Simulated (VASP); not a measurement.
Write the native input for VASP 6.6.1 that does the following.

| Property | Result |
| --- | --- |
| Task | single point |
| Functional | PBE |
| Potentials or basis | VASP PAW PBE potentials, release 64 (Mo_sv, S) |
| Cutoff | 520 eV |
| k mesh | 9 × 9 × 3 |
| Occupations | gaussian, width 0.01 eV |
| Spin | no spin polarisation |
| Dipole correction | no |
| Further INCAR settings | ALGO = Normal; EDIFF = 1e-07; NBANDS = 35 |

The structure of MoS2 lies in POSCAR:

```
MoS2
1.0
    3.1690000000      0.0000000000      0.0000000000
   -1.5845000000      2.7444345046      0.0000000000
    0.0000000000      0.0000000000     12.3240000000
Mo S
2 4
Direct
    0.3333333333      0.6666666667      0.2500000000
    0.6666666667      0.3333333333      0.7500000000
    0.3333333333      0.6666666667      0.6230000000
    0.6666666667      0.3333333333      0.1230000000
    0.3333333333      0.6666666667      0.8770000000
    0.6666666667      0.3333333333      0.3770000000
```

One way to write it, as run:

INCAR

```
  PREC = Accurate
  ENCUT = 520
  EDIFF = 1E-7
  ISMEAR = 0
  SIGMA = 0.01
  LREAL = F
  LASPH = T
  NELM = 60
  ALGO = Normal
  ISIF = 2
  LWAVE = F
  LCHARG = F
  GGA = PE
  NBANDS = 35
```

KPOINTS

```
Automatic mesh
0
Gamma
  9 9 3
```

Potentials or basis: VASP PAW PBE potentials, release 64 (Mo_sv, S).

Run with:

```console
$ cat potpaw_PBE.64/Mo_sv/POTCAR potpaw_PBE.64/S/POTCAR > POTCAR
$ mpirun -np 1 vasp_std > vasp.out
```

Results of the run:

```json
{"Pressure": "1.9 GPa", "Largest force": "0.078 eV/Å", "Band gap on the k mesh": "0.97 eV, indirect (least direct gap 1.66 eV)"}
```

Caveat: this functional lacks dispersion, which binds the layers, so the pressure and a relaxed spacing across them are unreliable.

Run time: 95 s on 1 thread of Intel(R) Xeon(R) Platinum 8259CL CPU @ 2.50GHz (Skylake/Cascade Lake) (shared host), peak memory 0.25 GiB.
